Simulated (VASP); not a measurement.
# GaSe (P6_3/mmc) in VASP: single point with PBE

Aim: the single point of GaSe with PBE.

Program: VASP 6.6.1. These are calculated values, not measurements. Logs are shortened: lines on timing, memory, paths and dates and some standing lists are left out, and cuts for length are marked.

**1. The cell of the first run**

The structure is hexagonal, space group P6_3/mmc (No. 194). The conventional cell has a = 3.742 Å, b = 3.742 Å, c = 15.919 Å, α = 90.00°, β = 90.00°, γ = 120.00°. Ga (site symmetry 3m) has 1 Ga at 2.32 Å and 3 Se at 2.48 Å within 3.1 Å. Se (site symmetry 3m) has 3 Ga at 2.48 Å within 3.3 Å.

**2. Single point, PBE**

File INCAR:

```
SYSTEM = GaSe
PREC = Accurate
ENCUT = 500
EDIFF = 1E-6
ISMEAR = 0
SIGMA = 0.01
LREAL = .False.
LASPH = .True.
NELM = 120
ALGO = Normal
ISIF = 2
LWAVE = .False.
LCHARG = .True.
GGA = PE
LELF = .True.
LVHAR = .True.
NBANDS = 48
GGA_COMPAT = .False.
```

File KPOINTS:

```
Automatic mesh
0
Gamma
  5 5 1
  0 0 0
```

File POSCAR:

```
GaSe
1.0
    3.7420000000      0.0000000000      0.0000000000
   -1.8710000000      3.2406670000      0.0000000000
    0.0000000000      0.0000000000     15.9190000000
Ga Se
4 4
Direct
    0.3333330000      0.6666670000      0.1770000000
    0.6666670000      0.3333330000      0.6770000000
    0.3333330000      0.6666670000      0.3230000000
    0.6666670000      0.3333330000      0.8230000000
    0.3333330000      0.6666670000      0.6000000000
    0.6666670000      0.3333330000      0.1000000000
    0.3333330000      0.6666670000      0.9000000000
    0.6666670000      0.3333330000      0.4000000000
```

Potentials or basis: VASP PAW PBE potentials, release 64 (Ga_d, Se).

Command:

```sh
$ cat potpaw_PBE.64/Ga_d/POTCAR potpaw_PBE.64/Se/POTCAR > POTCAR
$ mpirun -np 1 vasp_std > vasp.out
```

OUTCAR:

```text
SYSTEM = GaSe
   PREC = Accurate
   ENCUT = 500
   EDIFF = 1E-6
   ISMEAR = 0
   LREAL = .False.
   LASPH = .True.
   NELM = 120
   ISIF = 2
   GGA = PE

 ion  position               nearest neighbor table
   1  0.333  0.667  0.177-   3 2.32   6 2.48   6 2.48   6 2.48
   2  0.667  0.333  0.677-   4 2.32   5 2.48   5 2.48   5 2.48
   3  0.333  0.667  0.323-   1 2.32   8 2.48   8 2.48   8 2.48
   4  0.667  0.333  0.823-   2 2.32   7 2.48   7 2.48   7 2.48
   5  0.333  0.667  0.600-   2 2.48   2 2.48   2 2.48
   6  0.667  0.333  0.100-   1 2.48   1 2.48   1 2.48
   7  0.333  0.667  0.900-   4 2.48   4 2.48   4 2.48
   8  0.667  0.333  0.400-   3 2.48   3 2.48   3 2.48

  LATTYP: Found a hexagonal cell.
 ALAT       =     3.7420000000
 C/A-ratio  =     4.2541421700

  Lattice vectors:

 A1 = (   3.7420000000,   0.0000000000,   0.0000000000)
 A2 = (  -1.8710000000,   3.2406670000,   0.0000000000)
 A3 = (   0.0000000000,   0.0000000000,  15.9190000000)

Analysis of symmetry for initial positions (statically):
=====================================================================
 Subroutine PRICEL returns:
 Original cell was already a primitive cell.

 Routine SETGRP: Setting up the symmetry group for a
 hexagonal supercell.

 Subroutine GETGRP returns: Found 24 space group operations
 (whereof 12 operations were pure point group operations)
 out of a pool of 24 trial point group operations.

The static configuration has the point symmetry D_3d.
 The point group associated with its full space group is D_6h.

Analysis of symmetry for dynamics (positions and initial velocities):
=====================================================================
 Subroutine PRICEL returns:
 Original cell was already a primitive cell.

 Routine SETGRP: Setting up the symmetry group for a
 hexagonal supercell.

 Subroutine GETGRP returns: Found 24 space group operations
 (whereof 12 operations were pure point group operations)
 out of a pool of 24 trial point group operations.

The dynamic configuration has the point symmetry D_3d.
 The point group associated with its full space group is D_6h.

 Subroutine INISYM returns: Found 24 space group operations
 (whereof 12 operations are pure point group operations),
 and found     1 'primitive' translations

----------------------------------------------------------------------------------------

                                     Primitive cell

  volume of cell :     193.0430

  direct lattice vectors                    reciprocal lattice vectors
     3.742000000  0.000000000  0.000000000     0.267236772  0.154289225  0.000000000
    -1.871000000  3.240667000  0.000000000     0.000000000  0.308578450  0.000000000
     0.000000000  0.000000000 15.919000000     0.000000000  0.000000000  0.062818016

  length of vectors
     3.742000000  3.741999947 15.919000000     0.308578446  0.308578450  0.062818016

  position of ions in fractional coordinates (direct lattice)
     0.333333000  0.666667000  0.177000000
     0.666667000  0.333333000  0.677000000
     0.333333000  0.666667000  0.323000000
     0.666667000  0.333333000  0.823000000
     0.333333000  0.666667000  0.600000000
     0.666667000  0.333333000  0.100000000
     0.333333000  0.666667000  0.900000000
     0.666667000  0.333333000  0.400000000

  ion indices of the primitive-cell ions
   primitive index   ion index
                 1           1
                 2           2
                 3           3
                 4           4
                 5           5
                 6           6
                 7           7
                 8           8

----------------------------------------------------------------------------------------

 KPOINTS: Automatic mesh

Automatic generation of k-mesh.
 Grid dimensions read from file:
 generate k-points for:    5    5    1

 Generating k-lattice:

  Cartesian coordinates                     Fractional coordinates (reciprocal lattice)
     0.053447354  0.030857845  0.000000000     0.200000000  0.000000000  0.000000000
     0.000000000  0.061715690  0.000000000     0.000000000  0.200000000  0.000000000
     0.000000000  0.000000000  0.062818016     0.000000000  0.000000000  1.000000000

  Length of vectors
     0.061715689  0.061715690  0.062818016

  Shift w.r.t. Gamma in fractional coordinates (k-lattice)
     0.000000000  0.000000000  0.000000000

 Subroutine IBZKPT returns following result:
 ===========================================

 Found      5 irreducible k-points:

 Following reciprocal coordinates:
            Coordinates               Weight
  0.000000  0.000000  0.000000      1.000000
  0.200000  0.000000  0.000000      6.000000
  0.400000 -0.000000  0.000000      6.000000
  0.200000  0.200000  0.000000      6.000000
  0.400000  0.200000  0.000000      6.000000
   k-points           NKPTS =      5   k-points in BZ     NKDIM =      5   number of bands    NBANDS=     48
   number of dos      NEDOS =    301   number of ions     NIONS =      8
   total plane-waves  NPLWV =  94080
   dimension x,y,z NGX =    28 NGY =   28 NGZ =  120
   dimension x,y,z NGXF=    56 NGYF=   56 NGZF=  240
   ions per type =               4   4
   NGX,Y,Z   is equivalent  to a cutoff of  12.44, 12.44, 12.53 a.u.
   NGXF,Y,Z  is equivalent  to a cutoff of  24.88, 24.88, 25.06 a.u.
 SYSTEM =  GaSe
   PREC   = accura    normal or accurate (medium, high low for compatibility)
   ISTART =      0    job   : 0-new  1-cont  2-samecut
   ICHARG =      2    charge: 1-file 2-atom 10-const
   ISPIN  =      1    spin polarized calculation?
   LNONCOLLINEAR =      F non collinear calculations
   LSORBIT =      F    spin-orbit coupling
   LASPH  =      T    aspherical Exc in radial PAW
   ENCUT  =  500.0 eV  36.75 Ry    6.06 a.u.   6.82  6.82 29.02*2*pi/ulx,y,z
   NELM   =    120;   NELMIN=  2; NELMDL= -5     # of ELM steps
   EDIFF  = 0.1E-05   stopping-criterion for ELM
   LREAL  =      F    real-space projection
   EDIFFG = 0.1E-04   stopping-criterion for IOM
   NSW    =      0    number of steps for IOM
   IBRION =     -1    ionic relax: 0-MD 1-quasi-New 2-CG
   NFREE  =      0    steps in history (QN), initial steepest desc. (CG)
   ISIF   =      2    stress and relaxation
   ISYM   =      2    0-nonsym 1-usesym 2-fastsym
   POTIM  = 0.5000    time-step for ionic-motion
   TEBEG  =    0.0;   TEEND  =   0.0 temperature during run
   PSTRESS=    0.0 pullay stress
   NELECT =      76.0000    total number of electrons
   NUPDOWN=      -1.0000    fix difference up-down
   EMIN   =  10.00;   EMAX   =-10.00  energy-range for DOS
   EFERMI =   0.00;   METHOD = LEGACY
   ISMEAR =     0;   SIGMA  =   0.01  broadening in eV -4-tet -1-fermi 0-gaus
   EFERMI_NEDOS =   21; number of points for ismear=-14 and -15
   IALGO  =     38    algorithm
   IMIX   =      4    mixing-type and parameters
     AMIX     =   0.40;   BMIX     =  1.00
     AMIX_MAG =   1.60;   BMIX_MAG =  1.00
  volume/ion in A,a.u.               =      24.13       162.84
  Fermi-wavevector in a.u.,A,eV,Ry     =   1.199853  2.267393 19.587589  1.439647
  Thomas-Fermi vector in A             =   2.335705
   LORBIT       =      0    0 simple, 1 ext, 2 COOP (PROOUT), +10 PAW based schemes
   GGA     = PE    functional components
   LHFCALC =     F    Hartree Fock is set to
   AEXX    =    0.0000 exact exchange contribution
   IVDW    =     0    specifies the selected vdW correction
   LEPSILON=     F    determine dielectric tensor
   LRPA    =     F    only Hartree local field effects (RPA)
 non-spin polarized calculation
 Gauss-broadening in eV      SIGMA  =   0.01
  energy-cutoff  :      500.00
  volume of cell :      193.04
 maximum number of plane-waves:      4920
 NGX is ok and might be reduce to    28
   NGX = 13   NGY = 13   NGZ = 59

 number of electron      76.0000014 magnetization

 Free energy of the ion-electron system (eV)
  ---------------------------------------------------
  ext. energy  EPLUGINS =         0.00000000
  ---------------------------------------------------
  free energy    TOTEN  =       -29.95857263 eV

  energy without entropy =      -29.95857263  energy(sigma->0) =      -29.95857263

 E-fermi :   3.5163     XC(G=0):  -9.3253

 val. band max:        3.4189089198   @ k =   0.0000   0.0000   0.0000
 cond. band min:       4.6174226001   @ k =   0.0000   0.0000   0.0000
 fundamental gap:      1.1985136802
 Fermi energy:         3.5162742478

 k-point     1 :       0.0000    0.0000    0.0000
  band No.  band energies     occupation
      1     -11.7925      2.00000
      2     -11.7924      2.00000
      3     -11.6088      2.00000
      4     -11.6088      2.00000
      5     -11.6087      2.00000
      6     -11.6087      2.00000
[... 40 lines left out ...]
     47       9.0273      0.00000
     48       9.0322      0.00000

 k-point     2 :       0.2000    0.0000    0.0000
  band No.  band energies     occupation
      1     -11.7875      2.00000
      2     -11.7873      2.00000
      3     -11.6898      2.00000
      4     -11.6824      2.00000
      5     -11.6100      2.00000
      6     -11.6098      2.00000
[... 40 lines left out ...]
     47       8.1161      0.00000
     48       8.7059      0.00000

 k-point     3 :       0.4000   -0.0000    0.0000
  band No.  band energies     occupation
      1     -11.7895      2.00000
      2     -11.7886      2.00000
      3     -11.7621      2.00000
      4     -11.7578      2.00000
      5     -11.6557      2.00000
      6     -11.6503      2.00000
[... 40 lines left out ...]
     47       7.8694      0.00000
     48       8.0800      0.00000

 k-point     4 :       0.2000    0.2000    0.0000
  band No.  band energies     occupation
      1     -11.7832      2.00000
      2     -11.7830      2.00000
      3     -11.7516      2.00000
      4     -11.7451      2.00000
      5     -11.6400      2.00000
      6     -11.6334      2.00000
[... 40 lines left out ...]
     47       8.6876      0.00000
     48       8.8317      0.00000

 k-point     5 :       0.4000    0.2000    0.0000
  band No.  band energies     occupation
      1     -11.7894      2.00000
      2     -11.7889      2.00000
      3     -11.7681      2.00000
      4     -11.7663      2.00000
      5     -11.6676      2.00000
      6     -11.6651      2.00000
[... 40 lines left out ...]
     47       8.4954      0.00000
     48       8.7084      0.00000

------------------------ aborting loop because EDIFF is reached ----------------------------------------

  FORCE on cell =-STRESS in cart. coord.  units (eV):
  Direction    XX          YY          ZZ          XY          YZ          ZX
  --------------------------------------------------------------------------------------
  -------------------------------------------------------------------------------------
  Total        2.8506893      2.8506892      6.0973004      0.0000000      0.0000000      0.0000000
  in kB       23.6595511     23.6595502     50.6050897      0.0000000      0.0000000      0.0000000
  external PRESSURE =      32.6413970 kB  Pullay stress =       0.0000000 kB

 VOLUME and BASIS-vectors are now :
 -----------------------------------------------------------------------------
  energy-cutoff  :      500.00
  volume of cell :      193.04
      direct lattice vectors                 reciprocal lattice vectors
     3.742000000  0.000000000  0.000000000     0.267236772  0.154289225  0.000000000
    -1.871000000  3.240667000  0.000000000     0.000000000  0.308578450  0.000000000
     0.000000000  0.000000000 15.919000000     0.000000000  0.000000000  0.062818016

 POSITION                                       TOTAL-FORCE (eV/Angst)
 -----------------------------------------------------------------------------------
     -0.00000      2.16045      2.81766         0.000000     -0.000000     -1.228632
      1.87100      1.08022     10.77716         0.000000      0.000000     -1.228632
     -0.00000      2.16045      5.14184        -0.000000     -0.000000      1.228632
      1.87100      1.08022     13.10134        -0.000000     -0.000000      1.228632
     -0.00000      2.16045      9.55140        -0.000000      0.000000      0.250714
      1.87100      1.08022      1.59190         0.000000     -0.000000      0.250714
     -0.00000      2.16045     14.32710        -0.000000      0.000000     -0.250714
      1.87100      1.08022      6.36760         0.000000     -0.000000     -0.250714
 -----------------------------------------------------------------------------------
    total drift:                                0.000724     -0.000418      0.000550

  FREE ENERGIE OF THE ION-ELECTRON SYSTEM (eV)
  ---------------------------------------------------
  free  energy   TOTEN  =       -29.9585726263 eV

  energy  without entropy=      -29.9585726263  energy(sigma->0) =      -29.95857263
```

Wall time 57 s (1 thread of Intel Xeon Platinum 8488C (Sapphire Rapids), shared host); peak memory 0.3 GiB.

Results:

```yaml
Free_energy: -29.9586 eV
Pressure: 3.3 GPa
Largest_force: 1.229 eV/Å
Band_gap_on_the_k_mesh: 1.20 eV
```

Forces in eV/Å, atoms in the order of the input:
```
Ga   0.000  0.000 -1.229
Ga   0.000  0.000 -1.229
Ga   0.000  0.000  1.229
Ga   0.000  0.000  1.229
Se   0.000  0.000  0.251
Se   0.000  0.000  0.251
Se   0.000  0.000 -0.251
Se   0.000  0.000 -0.251
```

Stress tensor (GPa, compression positive):
```
2.37 0.00 0.00
0.00 2.37 0.00
0.00 0.00 5.06
```

Levels at points of the mesh, in eV from the valence-band top:
| k point | band 35 | band 36 | band 37 | band 38 | band 39 | band 40 | band 41 | band 42 |
| --- | --- | --- | --- | --- | --- | --- | --- | --- |
| (0.00, 0.00, 0.00) | -1.05 | -0.91 | -0.91 | 0.00 | 1.20 | 2.21 | 2.49 | 2.57 |

Caveat: the cell stands under pressure; this functional lacks dispersion, which binds layers or chains, so the pressure and a relaxed spacing across them are unreliable; forces of over 1 eV/Å act on the atoms, so gaps and moduli don't describe the material at rest. Expect the measured gap to be larger: semilocal functionals such as PBE lack the derivative discontinuity.
